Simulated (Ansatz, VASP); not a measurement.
**Two plane-wave programs on Re**

INCAR

```
PREC = Accurate
ENCUT = 520
EDIFF = 1E-6
ISMEAR = -1
SIGMA = 0.05
LREAL = F
LASPH = T
NELM = 60
ALGO = Normal
ISIF = 2
LWAVE = F
LCHARG = T
GGA = PE
LELF = T
LVHAR = T
NBANDS = 22
```

File KPOINTS:

```
Automatic mesh
0
Gamma
  9 9 3
```

File POSCAR:

```
Re
1.0
    2.7663873939      0.0000000000      0.0000000000
   -1.3831936969      2.3957617598      0.0000000000
    0.0000000000      0.0000000000      8.8494567084
Re
4
Direct
    0.6666666667      0.3333333333      0.7500000000
    0.0000000000      0.0000000000      0.5000000000
    0.3333333333      0.6666666667      0.2500000000
    0.0000000000      0.0000000000      0.0000000000
```

The input input.yaml:

```yaml
crystal:
  lattice:
    - [2.7663873939, 0.0, 0.0]
    - [-1.3831936969, 2.3957617598, 0.0]
    - [0.0, 0.0, 8.8494567084]
  atoms:
    - { symbol: Re, position: [0.6666666667, 0.3333333333, 0.75] }
    - { symbol: Re, position: [0.0, 0.0, 0.5] }
    - { symbol: Re, position: [0.3333333333, 0.6666666667, 0.25] }
    - { symbol: Re, position: [0.0, 0.0, 0.0] }
hamiltonian:
  xc: pbe
  pseudopotentials: { kind: paw }
kpoints:
  mp_grid: { grid: [9, 9, 3] }
  band_path:
    path:
      - [[0.0, 0.0, 0.0], [0.5, 0.0, 0.0], [0.3333333333, 0.3333333333, 0.0], [0.0, 0.0, 0.0], [0.0, 0.0, 0.5], [0.5, 0.0, 0.5], [0.3333333333, 0.3333333333, 0.5], [0.0, 0.0, 0.5]]
      - [[0.5, 0.0, 0.5], [0.5, 0.0, 0.0]]
      - [[0.3333333333, 0.3333333333, 0.0], [0.3333333333, 0.3333333333, 0.5]]
    npoints: 14
scf:
  occupations: { method: fermi_dirac, width: 0.05 }
  n_extra_bands: 10
output:
  forces: true
  stress: true
  eigenvalues: true
  fatbands: false
```

Alike in both runs: functional PBE; k mesh 9 × 9 × 3; occupations fermi-dirac, width 0.05 eV; no spin polarisation.

```csv
,VASP,Ansatz
version,VASP 6.6.1,Ansatz 0.2.0
potentials or method,"VASP PAW PBE potentials, release 64 (Re)",Ansatz PAW
plane-wave cutoff (eV),520,420
valence electrons in the cell,28,60
task,single point,band structure
```

```tsv
	VASP	Ansatz	Ansatz less VASP
gap on the k mesh at the Fermi level (eV)	none	none	-
pressure (GPa)	6.9	7.3	+0.36
traceless stress, the component that is largest in VASP (GPa)	1.86	1.97	+0.110
```

A gap of «none» marks a metal or a gap that the smearing closes. The functional is the same, so the differences come from potentials, cutoffs and numerics. VASP's potentials hold 28 valence electrons a cell and Ansatz's 60, so a difference there can come from the potentials and not from the codes.

Neither program's run includes spin-orbit coupling.
